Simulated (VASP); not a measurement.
Input of a VASP 6.6.1 run:

Contents of INCAR:

```
SYSTEM = HgTe
PREC     = Accurate       ! precision mode
ENCUT    = 500            ! plane-wave cutoff, eV
EDIFF    = 1E-6           ! SCF threshold, eV
ISMEAR   = -1             ! smearing method
SIGMA    = 0.1            ! smearing width, eV
LREAL    = .FALSE.        ! projectors in reciprocal space
LASPH    = .TRUE.         ! aspherical terms in the spheres
NELM     = 120            ! most SCF steps
ALGO     = Normal         ! electronic algorithm
ISIF     = 2              ! what is computed and relaxed
LWAVE    = .FALSE.        ! write WAVECAR
LCHARG   = .FALSE.        ! write CHGCAR
GGA      = PE             ! functional
NBANDS   = 16             ! bands
GGA_COMPAT= .FALSE.
```

File KPOINTS:

```
regular mesh
0
G
  8 8 8
  0 0 0
```

POSCAR

```
HgTe
1.0
    0.0000000000      3.3300000000      3.3300000000
    3.3300000000      0.0000000000      3.3300000000
    3.3300000000      3.3300000000      0.0000000000
Hg Te
1 1
Direct
    0.0000000000      0.0000000000      0.0000000000
    0.2500000000      0.2500000000      0.2500000000
```

Potentials or basis: VASP PAW PBE potentials, release 64 (Hg, Te).

Run with:

```console
$ cat potpaw_PBE.64/Hg/POTCAR potpaw_PBE.64/Te/POTCAR > POTCAR
$ mpirun -np 1 vasp_std > vasp.out
```

Problem. What does it give for the pressure?

Solution. -0.1 GPa.

Problem. What does it give for the band gap on the k mesh?

Solution. Zero (filled and empty bands touch).

Caveat: semilocal functionals underestimate gaps, so a narrow gap can read as zero; spin-orbit coupling is left out, which moves the levels of the heavy elements.
